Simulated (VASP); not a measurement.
Input of a VASP 6.6.1 run:

POSCAR

```
C
1.0
   -1.2281241545      2.1264611631      0.0000000000
   -1.2281241545     -2.1264611631      0.0000000000
    0.0000000000      0.0000000000     14.4811090042
C
8
Direct
    0.9166750129      0.0833249871      0.1228036319
    0.9166750129      0.0833249871      0.6141716963
    0.4166750129      0.5833249871      0.8599324969
    0.4166750129      0.5833249871      0.3685644325
    0.0833249871      0.9166750129      0.8599324969
    0.0833249871      0.9166750129      0.3685644325
    0.5833249871      0.4166750129      0.1228036319
    0.5833249871      0.4166750129      0.6141716963
```

File INCAR.step1:

```
  PREC = Accurate
  ENCUT = 520
  ISMEAR = 0
  SIGMA = 0.15
  LREAL = F
  LASPH = T
  NELM = 100
  NBANDS = 26
  GGA = PE
  ALGO = Normal
  EDIFF = 1E-4
  LWAVE = T
  LCHARG = F
```

INCAR.step2

```
  PREC = Accurate
  ENCUT = 520
  EDIFF = 1E-6
  ISMEAR = 0
  SIGMA = 0.15
  LREAL = F
  LASPH = T
  NELM = 100
  ALGO = Normal
  ISIF = 2
  LWAVE = F
  LCHARG = F
  METAGGA = R2SCAN
  LMIXTAU = T
  NBANDS = 26
  ISTART = 1
```

Contents of KPOINTS:

```
Automatic mesh
0
Gamma
  22 22 4
```

Potentials or basis: VASP PAW PBE potentials, release 64 (C).

Launch:

```bash
$ cat potpaw_PBE.64/C/POTCAR > POTCAR
$ cp INCAR.step1 INCAR
$ mpirun -np 1 vasp_std > vasp.out
$ cp INCAR.step2 INCAR
$ mpirun -np 1 vasp_std > vasp.out
```

Task: Estimate the pressure.

Result: 0.6 GPa.

Task: What does it give for the largest force?

Result: 0.014 eV/Å.

Stress tensor (GPa, compression positive):
```
 1.02  0.00  0.00
 0.00  0.99  0.00
 0.00  0.00 -0.28
```

Caveat: the cell differs from its parent crystal (the distance across one plane changed); the PAW data sets were made with another functional, which shifts forces and pressure a little.
